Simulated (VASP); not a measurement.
C, 2 atoms in the cell. Symmetry: I4_1/amd, No. 141, tetragonal system. Conventional cell: a = 2.680 Å, b = 2.680 Å, c = 3.360 Å, α = 90.00°, β = 90.00°, γ = 90.00°. C (site symmetry -4m2) has 4 C at 1.58 Å within 2.1 Å.  This cell differs from its parent crystal: volume 6.034 Å^3 an atom, c/a of the conventional cell 0.8864.

```yaml
Program: VASP 6.6.1
Task: single point
Functional: LDA
Potentials_or_basis: VASP PAW LDA potentials, release 64 (C)
Cutoff: 520 eV
k_mesh: 12 × 12 × 12
Occupations: gaussian, width 0.05 eV
Spin: no spin polarisation
Dipole_correction: no
Further_INCAR_settings: ALGO = Normal; EDIFF = 1e-06; NBANDS = 11
```

Potentials or basis: VASP PAW LDA potentials, release 64 (C).

The run is started by

```console
$ cat potpaw_LDA.64/C/POTCAR > POTCAR
$ mpirun -np 1 vasp_std > vasp.out
```

Hardware: 1 thread of AMD EPYC 7R13, with other jobs on the host.

**Question.** How long does it take, and how much memory?

**Answer.** Run time: 23 s on 1 thread of AMD EPYC 7R13 (shared host), peak memory 0.09 GiB. Counts: scf iterations 11, k points 163.
